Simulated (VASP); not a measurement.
Here is a VASP 6.6.1 calculation.

INCAR

```
  PREC = Accurate
  ENCUT = 520
  EDIFF = 1E-6
  ISMEAR = -1
  SIGMA = 0.02
  LREAL = False
  LASPH = True
  NELM = 60
  ALGO = Normal
  ISIF = 2
  LWAVE = False
  LCHARG = False
  GGA = PE
  NBANDS = 46
```

Contents of KPOINTS:

```
regular mesh
0
Gamma
  4 6 4
```

POSCAR

```
Ga4P3N
1.0
    6.1064904440      0.0000000000     -0.0153638474
    0.0000000000      3.7209977145      0.0000000000
   -0.0162957527      0.0000000000      6.4543823770
N P Ga
1 3 4
Direct
   -0.0028809334      0.0000000000      0.3340791318
    0.0047733521      0.5000000000      0.8345327944
    0.4947034997      0.5000000000      0.1804666619
    0.5058699755      0.0000000000      0.6536147779
    0.3250287910      0.0000000000      0.3331107361
    0.3897159023      0.5000000000      0.8350743433
    0.8904721407      0.5000000000      0.1983786792
    0.8923172721      0.0000000000      0.6307428756
```

Potentials or basis: VASP PAW PBE potentials, release 64 (N, P, Ga_d).

Launch:

```sh
$ cat potpaw_PBE.64/N/POTCAR potpaw_PBE.64/P/POTCAR potpaw_PBE.64/Ga_d/POTCAR > POTCAR
$ mpirun -np 1 vasp_std > vasp.out
```

Task: Predict the largest force.

Result: 0.024 eV/Å.

Task: What does it give for the band gap on the k mesh?

Result: 0.16 eV (least direct gap 0.24 eV).

Task: Predict the pressure.

Result: 0.0 GPa.

Forces on the atoms (eV/Å):
```
N   -0.001  0.000  0.003
P    0.003  0.000 -0.004
P   -0.006  0.000  0.002
P   -0.002  0.000 -0.003
Ga   0.024  0.000  0.002
Ga   0.001  0.000 -0.001
Ga  -0.014  0.000 -0.019
Ga  -0.005  0.000  0.020
```

Caveat: semilocal functionals underestimate gaps, and a narrow one can read as zero. A k mesh can miss the band edges.
